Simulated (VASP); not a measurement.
Al3Ag:

```
CELL_PARAMETERS angstrom
4.08151 0.00000 0.00000
0.00000 4.08151 0.00000
0.00000 0.00000 4.08151
ATOMIC_POSITIONS crystal
Al 0.00000 0.50000 0.50000
Al 0.50000 0.00000 0.50000
Al 0.50000 0.50000 0.00000
Ag 0.00000 0.00000 0.00000
```

* Program: VASP 6.6.1
* Task: relaxation of cell and atoms
* Functional: r2SCAN
* Potentials or basis: VASP PAW PBE potentials, release 64 (Al, Ag)
* Cutoff: 600 eV
* k mesh: 6 × 6 × 6
* Occupations: gaussian, width 0.1 eV
* Spin: no spin polarisation

At the start: pressure -3.2 GPa; volume 17.00 Å³/atom.

Problem. Where does the relaxation end?

Solution. Over 3 steps the energy falls by 6.2 meV/atom and the volume is 16.40 Å³/atom (-3.5 %); space group Pm-3m (No. 221, to 0.05 Å).

Step by step:
```tsv
step	energy change (eV)	largest force (eV/Å)	pressure (GPa)	volume (Å³)
1	0.0000	0.0000	-3.19	67.99
2	-0.0213	0.0000	1.36	64.72
3	-0.0249	0.0000	0.03	65.58
```

Final structure:
```
Al Ag
1.0
     4.03274    0.00000    0.00000
     0.00000    4.03274    0.00000
     0.00000    0.00000    4.03274
Al Ag
3 1
Direct
  0.00000 0.50000 0.50000
  0.50000 0.00000 0.50000
  0.50000 0.50000 0.00000
  0.00000 0.00000 0.00000
```

Caveat: the PAW data sets were made with another functional, which shifts forces and pressure a little.
